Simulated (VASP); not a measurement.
Crystal: Ga4Sb3P.

```
P Sb Ga
1.0
     6.68069    0.00000    0.00000
     0.00000    4.09106    0.00000
     0.00000    0.00000    7.08592
P Sb Ga
1 3 4
Direct
  0.00000 0.00000 0.33333
  0.00000 0.50000 0.83333
  0.50000 0.50000 0.16667
  0.50000 0.00000 0.66667
  0.37500 0.00000 0.33333
  0.37500 0.50000 0.83333
  0.87500 0.50000 0.16667
  0.87500 0.00000 0.66667
```

* Program: VASP 6.6.1
* Task: relaxation of cell and atoms
* Functional: PBE
* Potentials or basis: VASP PAW PBE potentials, release 64 (P, Sb, Ga_d)
* Cutoff: 600 eV
* k mesh: 4 × 6 × 4
* Occupations: fermi-dirac, width 0.02 eV
* Spin: no spin polarisation

At the start: pressure 9.9 GPa; volume 24.21 Å³/atom.

Task: How do energy, volume and symmetry change on relaxing?

Result: Over 23 steps the energy falls by 154.2 meV/atom and the volume is 27.52 Å³/atom (+13.7 %); space group Pm (No. 6, to 0.1 Å) before and after.

The path:
```tsv
step	energy change (eV)	largest force (eV/Å)	pressure (GPa)	volume (Å³)
1	0.0000	2.1088	9.90	193.67
2	-0.9277	0.5990	-3.11	238.68
3	-1.0397	0.8616	-0.76	225.54
4	-1.1405	0.6041	-0.46	223.31
5	-1.2124	0.2598	0.28	219.30
6	-1.2126	0.2572	0.23	219.52
7	-1.2232	0.1341	-0.09	220.71
8	-1.2238	0.1329	-0.19	221.09
9	-1.2278	0.0827	0.00	220.18
10	-1.2279	0.0792	0.04	219.98
11	-1.2300	0.0756	0.04	219.98
12	-1.2311	0.0994	0.04	219.97
13	-1.2325	0.0439	-0.04	220.32
14	-1.2327	0.0449	-0.08	220.46
15	-1.2333	0.0279	0.04	219.98
16	-1.2333	0.0282	0.05	219.97
17	-1.2335	0.0126	-0.01	220.20
18	-1.2335	0.0130	-0.01	220.21
19	-1.2335	0.0068	0.02	220.11
20	-1.2335	0.0078	0.01	220.13
21	-1.2335	0.0054	0.00	220.15
22	-1.2335	0.0056	0.00	220.15
23	-1.2336	0.0040	-0.01	220.17
```

Final structure:
```
P Sb Ga
1.0
     7.00600    0.00000   -0.00416
     0.00000    4.26134    0.00000
    -0.00436    0.00000    7.37456
P Sb Ga
1 3 4
Direct
  0.99701 0.00000 0.33192
  0.00368 0.50000 0.83385
  0.49689 0.50000 0.17644
  0.50449 0.00000 0.65856
  0.34206 0.00000 0.33370
  0.38470 0.50000 0.83508
  0.88431 0.50000 0.18719
  0.88686 0.00000 0.64325
```
